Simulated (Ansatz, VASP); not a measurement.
**Two plane-wave programs on P3C**

```xyz
4
Lattice="0.0000 3.3674 3.3674 3.3674 0.0000 3.3674 3.3674 3.3674 0.0000" Properties=species:S:1:pos:R:3 pbc="T T T"
P     1.6837    1.6837    1.6837
P     5.0511    5.0511    5.0511
P     3.3674    3.3674    3.3674
C     0.0000    0.0000    0.0000
```

Change from the starting cell: species swapped into the Ta3Ru type (Fm-3m, No. 225).

Alike in both runs: task single point; functional PBE; k mesh 4 × 4 × 4; occupations gaussian, width 0.1 eV; no spin polarisation.

```csv
,VASP,Ansatz
version,VASP 6.6.1,Ansatz 0.2.0
potentials or method,"VASP PAW PBE potentials, release 64 (P, C), cutoff 600 eV","scalar-relativistic, plane waves, PAW"
valence electrons in the cell,19,19
```

|  | VASP | Ansatz | Ansatz less VASP |
| --- | --- | --- | --- |
| gap on the k mesh at the Fermi level (eV) | none | none | - |
| pressure (GPa) | -20.2 | -20.2 | +0.02 |

A gap of «none» marks a metal or a gap that the smearing closes.

The k mesh is coarse, so the values compare programs but aren't converged.
